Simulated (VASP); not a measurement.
Write the native input for VASP 6.6.1 that does the following.

| Property | Result |
| --- | --- |
| Task | single point |
| Functional | PBE |
| Potentials or basis | VASP PAW PBE potentials, release 64 (B, N) |
| Cutoff | 520 eV |
| k mesh | 12 × 12 × 12 |
| Occupations | gaussian, width 0.05 eV |
| Spin | no spin polarisation |
| Dipole correction | no |
| Further INCAR settings | ALGO = Normal; EDIFF = 1e-07; NBANDS = 11 |

The structure of BN lies in POSCAR:

```
BN
1.0
    0.0000000000      1.8855210400      1.9580410800
    1.8855210400      0.0000000000      1.9580410800
    1.8855210400      1.8855210400      0.0000000000
B N
1 1
Direct
    0.0000000000      0.0000000000      0.0000000000
    0.7500000000      0.7500000000      0.7500000000
```

This cell differs from its parent crystal: strain +0.040 along x and y, +0.080 along z.

These files were run (other wordings do the same):

INCAR

```
SYSTEM = BN
PREC     = Accurate       ! precision mode
ENCUT    = 520            ! plane-wave cutoff, eV
EDIFF    = 1E-7           ! SCF threshold, eV
ISMEAR   = 0              ! smearing method
SIGMA    = 0.05           ! smearing width, eV
LREAL    = .False.        ! projectors in reciprocal space
LASPH    = .True.         ! aspherical terms in the spheres
NELM     = 100            ! most SCF steps
ALGO     = Normal         ! electronic algorithm
ISIF     = 2              ! what is computed and relaxed
LWAVE    = .False.        ! write WAVECAR
LCHARG   = .False.        ! write CHGCAR
GGA      = PE             ! functional
NBANDS   = 11             ! bands
```

KPOINTS

```
regular mesh
0
Gamma
  12 12 12
  0 0 0
```

Potentials or basis: VASP PAW PBE potentials, release 64 (B, N).

The run is started by

```bash
$ cat potpaw_PBE.64/B/POTCAR potpaw_PBE.64/N/POTCAR > POTCAR
$ mpirun -np 1 vasp_std > vasp.out
```

It gave:

* Pressure: -43.5 GPa
* Band gap on the k mesh: 3.97 eV, indirect (least direct gap 7.67 eV)

Caveat: the cell differs from its parent crystal (strain +0.040 along x and y, +0.080 along z).

It took 18 s on 1 thread of Intel(R) Xeon(R) Platinum 8259CL CPU @ 2.50GHz (Skylake/Cascade Lake), with other jobs on the host, peak memory 0.14 GiB.
